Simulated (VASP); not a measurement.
# Ge (P6/mmm) in VASP: a series of runs

Runs on Ge. Level: PBE. Tasks: single point.

Everything below comes from runs of VASP 6.6.1. Logs are shortened: lines on timing, memory, paths and dates and some standing lists are left out, and cuts for length are marked.

## (1) The cell of the first run

The structure is hexagonal, space group P6/mmm (No. 191). The conventional cell has a = 2.639 Å, b = 2.639 Å, c = 2.484 Å, α = 90.00°, β = 90.00°, γ = 120.00°. Ge (site symmetry 6/mmm) has 8 Ge at 2.48 to 2.64 Å within 3.3 Å.

This isn't the form of Ge at room conditions, which is diamond.

## (2) Single point, PBE (Si replaced by Ge, lengths x 1.049, strained)

Contents of INCAR:

```
PREC     = Accurate       # precision mode
ENCUT    = 500            # plane-wave cutoff, eV
EDIFF    = 1E-6           # SCF threshold, eV
ISMEAR   = 0              # smearing method
SIGMA    = 0.1            # smearing width, eV
LREAL    = F              # projectors in reciprocal space
LASPH    = T              # aspherical terms in the spheres
NELM     = 120            # most SCF steps
ALGO     = Normal         # electronic algorithm
ISIF     = 2              # what is computed and relaxed
LWAVE    = F              # write WAVECAR
LCHARG   = F              # write CHGCAR
GGA      = PE             # functional
NBANDS   = 13             # bands
GGA_COMPAT= F
```

Contents of KPOINTS:

```
Automatic mesh
0
Gamma
  9 9 8
```

Contents of POSCAR:

```
Ge
1.0
    2.6387670612      0.0000000000      0.0000000000
   -1.3193835306      2.2852393097      0.0000000000
    0.0000000000      0.0000000000      2.4835063516
Ge
1
Direct
    0.0000000000      0.0000000000      0.0000000000
```

Potentials or basis: VASP PAW PBE potentials, release 64 (Ge_d).

On the command line:

```
cat potpaw_PBE.64/Ge_d/POTCAR > POTCAR
mpirun -np 1 vasp_std > vasp.out
```

OUTCAR:

```text
PREC = Accurate
   ENCUT = 500
   EDIFF = 1E-6
   ISMEAR = 0
   LREAL = F
   LASPH = T
   NELM = 120
   ISIF = 2
   GGA = PE

 ion  position               nearest neighbor table
   1  0.000  0.000  0.000-

  LATTYP: Found a hexagonal cell.
 ALAT       =     2.6387670612
 C/A-ratio  =     0.9411616463

  Lattice vectors:

 A1 = (   2.6387670612,   0.0000000000,   0.0000000000)
 A2 = (  -1.3193835306,   2.2852393097,   0.0000000000)
 A3 = (   0.0000000000,   0.0000000000,   2.4835063516)

Analysis of symmetry for initial positions (statically):
=====================================================================
 Subroutine PRICEL returns:
 Original cell was already a primitive cell.

 Routine SETGRP: Setting up the symmetry group for a
 hexagonal supercell.

 Subroutine GETGRP returns: Found 24 space group operations
 (whereof 24 operations were pure point group operations)
 out of a pool of 24 trial point group operations.

The static configuration has the point symmetry D_6h.

Analysis of symmetry for dynamics (positions and initial velocities):
=====================================================================
 Subroutine PRICEL returns:
 Original cell was already a primitive cell.

 Routine SETGRP: Setting up the symmetry group for a
 hexagonal supercell.

 Subroutine GETGRP returns: Found 24 space group operations
 (whereof 24 operations were pure point group operations)
 out of a pool of 24 trial point group operations.

The dynamic configuration has the point symmetry D_6h.

 Subroutine INISYM returns: Found 24 space group operations
 (whereof 24 operations are pure point group operations),
 and found     1 'primitive' translations

----------------------------------------------------------------------------------------

                                     Primitive cell

  volume of cell :      14.9761

  direct lattice vectors                    reciprocal lattice vectors
     2.638767061  0.000000000  0.000000000     0.378964864  0.218795466  0.000000000
    -1.319383531  2.285239310  0.000000000     0.000000000  0.437590932  0.000000000
     0.000000000  0.000000000  2.483506352     0.000000000  0.000000000  0.402656510

  length of vectors
     2.638767061  2.638767061  2.483506352     0.437590932  0.437590932  0.402656510

  position of ions in fractional coordinates (direct lattice)
     0.000000000  0.000000000  0.000000000

  ion indices of the primitive-cell ions
   primitive index   ion index
                 1           1

----------------------------------------------------------------------------------------

 KPOINTS: Automatic mesh

Automatic generation of k-mesh.
 Grid dimensions read from file:
 generate k-points for:    9    9    8

 Generating k-lattice:

  Cartesian coordinates                     Fractional coordinates (reciprocal lattice)
     0.042107207  0.024310607  0.000000000     0.111111111  0.000000000  0.000000000
     0.000000000  0.048621215  0.000000000     0.000000000  0.111111111  0.000000000
     0.000000000  0.000000000  0.050332064     0.000000000  0.000000000  0.125000000

  Length of vectors
     0.048621215  0.048621215  0.050332064

  Shift w.r.t. Gamma in fractional coordinates (k-lattice)
     0.000000000  0.000000000  0.000000000

 Subroutine IBZKPT returns following result:
 ===========================================

 Found     60 irreducible k-points:

 Following reciprocal coordinates:
            Coordinates               Weight
  0.000000  0.000000  0.000000      1.000000
  0.111111 -0.000000  0.000000      6.000000
  0.222222 -0.000000  0.000000      6.000000
  0.333333 -0.000000  0.000000      6.000000
  0.444444 -0.000000  0.000000      6.000000
  0.111111  0.111111  0.000000      6.000000
[... 16 lines left out ...]
  0.333333  0.222222  0.125000     24.000000
  0.333333  0.333333  0.125000      4.000000
 [... further k-points ...]
   k-points           NKPTS =     60   k-points in BZ     NKDIM =     60   number of bands    NBANDS=     13
   number of dos      NEDOS =    301   number of ions     NIONS =      1
   total plane-waves  NPLWV =   7200
   dimension x,y,z NGX =    20 NGY =   20 NGZ =   18
   dimension x,y,z NGXF=    40 NGYF=   40 NGZF=   36
   ions per type =               1
   NGX,Y,Z   is equivalent  to a cutoff of  12.60, 12.60, 12.05 a.u.
   NGXF,Y,Z  is equivalent  to a cutoff of  25.20, 25.20, 24.10 a.u.
 SYSTEM =  unknown system
   PREC   = accura    normal or accurate (medium, high low for compatibility)
   ISTART =      0    job   : 0-new  1-cont  2-samecut
   ICHARG =      2    charge: 1-file 2-atom 10-const
   ISPIN  =      1    spin polarized calculation?
   LNONCOLLINEAR =      F non collinear calculations
   LSORBIT =      F    spin-orbit coupling
   LASPH  =      T    aspherical Exc in radial PAW
   ENCUT  =  500.0 eV  36.75 Ry    6.06 a.u.   4.81  4.81  4.53*2*pi/ulx,y,z
   NELM   =    120;   NELMIN=  2; NELMDL= -5     # of ELM steps
   EDIFF  = 0.1E-05   stopping-criterion for ELM
   LREAL  =      F    real-space projection
   EDIFFG = 0.1E-04   stopping-criterion for IOM
   NSW    =      0    number of steps for IOM
   IBRION =     -1    ionic relax: 0-MD 1-quasi-New 2-CG
   NFREE  =      0    steps in history (QN), initial steepest desc. (CG)
   ISIF   =      2    stress and relaxation
   ISYM   =      2    0-nonsym 1-usesym 2-fastsym
   POTIM  = 0.5000    time-step for ionic-motion
   TEBEG  =    0.0;   TEEND  =   0.0 temperature during run
   PSTRESS=    0.0 pullay stress
   NELECT =      14.0000    total number of electrons
   NUPDOWN=      -1.0000    fix difference up-down
   EMIN   =  10.00;   EMAX   =-10.00  energy-range for DOS
   EFERMI =   0.00;   METHOD = LEGACY
   ISMEAR =     0;   SIGMA  =   0.10  broadening in eV -4-tet -1-fermi 0-gaus
   EFERMI_NEDOS =   21; number of points for ismear=-14 and -15
   IALGO  =     38    algorithm
   IMIX   =      4    mixing-type and parameters
     AMIX     =   0.40;   BMIX     =  1.00
     AMIX_MAG =   1.60;   BMIX_MAG =  1.00
  volume/ion in A,a.u.               =      14.98       101.06
  Fermi-wavevector in a.u.,A,eV,Ry     =   1.600730  3.024942 34.862719  2.562338
  Thomas-Fermi vector in A             =   2.697820
   LORBIT       =      0    0 simple, 1 ext, 2 COOP (PROOUT), +10 PAW based schemes
   GGA     = PE    functional components
   LHFCALC =     F    Hartree Fock is set to
   AEXX    =    0.0000 exact exchange contribution
   IVDW    =     0    specifies the selected vdW correction
   LEPSILON=     F    determine dielectric tensor
   LRPA    =     F    only Hartree local field effects (RPA)
 non-spin polarized calculation
 Gauss-broadening in eV      SIGMA  =   0.10
  energy-cutoff  :      500.00
  volume of cell :       14.98
 maximum number of plane-waves:       397
 NGX is ok and might be reduce to    20
   NGX =  9   NGY =  9   NGZ =  9

 number of electron      14.0000018 magnetization

 Free energy of the ion-electron system (eV)
  ---------------------------------------------------
  ext. energy  EPLUGINS =         0.00000000
  ---------------------------------------------------
  free energy    TOTEN  =        -3.89295165 eV

  energy without entropy =       -3.88969639  energy(sigma->0) =       -3.89132402

 E-fermi :   9.6258     XC(G=0): -12.4498

 val. band max:        9.5747803055   @ k =   0.2222   0.1111   0.0000
 cond. band min:       9.6269035592   @ k =   0.2222   0.2222   0.1250
 fundamental gap:      0.0521232537
 Fermi energy:         9.6258263041

 k-point     1 :       0.0000    0.0000    0.0000
  band No.  band energies     occupation
      1     -15.7102      2.00000
      2     -15.4936      2.00000
      3     -15.4936      2.00000
      4     -15.2394      2.00000
      5     -15.2394      2.00000
      6      -5.9344      2.00000
      7      17.3192      0.00000
      8      19.9918      0.00000
      9      19.9918      0.00000
     10      20.6494      0.00000
     11      25.3029      0.00000
     12      25.3029      0.00000
     13      25.8393      0.00000

 k-point     2 :       0.1111   -0.0000    0.0000
  band No.  band energies     occupation
      1     -15.6952      2.00000
      2     -15.5008      2.00000
      3     -15.4646      2.00000
      4     -15.2523      2.00000
      5     -15.2424      2.00000
      6      -5.5756      2.00000
      7      16.5625      0.00000
      8      17.6910      0.00000
      9      18.6890      0.00000
     10      21.1780      0.00000
     11      23.0063      0.00000
     12      27.2462      0.00000
     13      29.2653      0.00000

 k-point     3 :       0.2222   -0.0000    0.0000
  band No.  band energies     occupation
      1     -15.6657      2.00000
      2     -15.5125      2.00000
      3     -15.3904      2.00000
      4     -15.2848      2.00000
      5     -15.2499      2.00000
      6      -4.4941      2.00000
      7      11.7367      0.00000
      8      16.7509      0.00000
      9      18.7790      0.00000
     10      20.1501      0.00000
     11      23.2847      0.00000
     12      31.1121      0.00000
     13      32.4380      0.00000
[... 305 lines left out ...]
 k-point    23 :       0.3333    0.2222    0.1250
  band No.  band energies     occupation
      1     -15.5366      2.00000
      2     -15.4542      2.00000
      3     -15.3625      2.00000
      4     -15.3156      2.00000
      5     -15.3148      2.00000
      6       1.1420      2.00000
      7       4.7833      2.00000
      8       8.2663      2.00000
      9      19.5379      0.00000
     10      23.9362      0.00000
     11      27.0024      0.00000
     12      27.9452      0.00000
     13      32.3430      0.00000

 k-point    24 :       0.3333    0.3333    0.1250
  band No.  band energies     occupation
      1     -15.5022      2.00000
      2     -15.3969      2.00000
      3     -15.3969      2.00000
      4     -15.3402      2.00000
      5     -15.3402      2.00000
      6       2.7122      2.00000
      7       5.2252      2.00000
      8       5.2252      2.00000
      9      20.6004      0.00000
     10      24.6118      0.00000
     11      24.6118      0.00000
     12      32.4960      0.00000
     13      33.0544      0.00000

 [... further k-points ...]

------------------------ aborting loop because EDIFF is reached ----------------------------------------

  FORCE on cell =-STRESS in cart. coord.  units (eV):
  Direction    XX          YY          ZZ          XY          YZ          ZX
  --------------------------------------------------------------------------------------
  -------------------------------------------------------------------------------------
  Total        2.9199672      2.9199672      2.5405973      0.0000000      0.0000000      0.0000000
  in kB      312.3852648    312.3852648    271.7993413      0.0000000      0.0000000      0.0000000
  external PRESSURE =     298.8566236 kB  Pullay stress =       0.0000000 kB

 VOLUME and BASIS-vectors are now :
 -----------------------------------------------------------------------------
  energy-cutoff  :      500.00
  volume of cell :       14.98
      direct lattice vectors                 reciprocal lattice vectors
     2.638767061  0.000000000  0.000000000     0.378964864  0.218795466  0.000000000
    -1.319383531  2.285239310  0.000000000     0.000000000  0.437590932  0.000000000
     0.000000000  0.000000000  2.483506352     0.000000000  0.000000000  0.402656510

 POSITION                                       TOTAL-FORCE (eV/Angst)
 -----------------------------------------------------------------------------------
      0.00000      0.00000      0.00000         0.000000      0.000000      0.000000
 -----------------------------------------------------------------------------------
    total drift:                               -0.000000      0.000000     -0.000000

  FREE ENERGIE OF THE ION-ELECTRON SYSTEM (eV)
  ---------------------------------------------------
  free  energy   TOTEN  =        -3.8929516542 eV

  energy  without entropy=       -3.8896963907  energy(sigma->0) =       -3.89132402
```

Wall time 4.5 s (1 thread of Intel Xeon 6975P-C (Granite Rapids), shared host); peak memory 0.12 GiB.

Results:

* Free energy: -3.8930 eV
* Pressure: 29.9 GPa
* Band gap on the k mesh: zero (bands 7 and 8 overlap by 12.46 eV)

Caveat: the cell differs from its parent crystal (Si replaced by Ge, lengths x 1.049, strained); the cell stands under pressure.

## (3) Single point, PBE (Si replaced by Ge, lengths x 1.049, strained)

Contents of INCAR:

```
SYSTEM = Ge
PREC = Accurate ; ENCUT = 500
EDIFF = 1E-6 ; ISMEAR = 0
SIGMA = 0.1 ; LREAL = .False.
LASPH = .True. ; NELM = 120
ALGO = Normal ; ISIF = 2
LWAVE = .False. ; LCHARG = .False.
GGA = PE ; NBANDS = 13
GGA_COMPAT = .False.
```

Contents of KPOINTS:

```
Automatic mesh
0
Gamma
  18 18 16
  0 0 0
```

POSCAR is that of step 2.

Potentials or basis: VASP PAW PBE potentials, release 64 (Ge_d).

On the command line:

```
cat potpaw_PBE.64/Ge_d/POTCAR > POTCAR
mpirun -np 1 vasp_std > vasp.out
```

It took 24 s on 1 thread of Intel Xeon 6975P-C (Granite Rapids), shared host; peak memory 0.16 GiB.

The run converged. Its results:

- Free energy: -3.9412 eV
- Pressure: 30.9 GPa
- Band gap on the k mesh: zero (bands 7 and 8 overlap by 12.57 eV)

Stress tensor (GPa, compression positive):
```
31.39  0.00  0.00
 0.00 31.39  0.00
 0.00  0.00 29.77
```

Levels at points of the mesh, in eV from the Fermi level:
```csv
k point,band 5,band 6,band 7,band 8,band 9,band 10
"(0.00, 0.00, 0.00)",-24.79,-15.51,7.75,10.42,10.42,11.08
"(0.50, 0.00, 0.00)",-24.80,-8.83,-7.34,4.85,8.92,13.12
"(0.00, 0.00, 0.50)",-24.90,-10.43,-7.77,14.59,14.59,18.91
"(0.50, 0.00, 0.50)",-24.66,-3.41,-3.12,-2.60,2.76,8.80
```

Caveat: the cell differs from its parent crystal (Si replaced by Ge, lengths x 1.049, strained); the cell stands under pressure.

(Continued in part 2 of 2.)
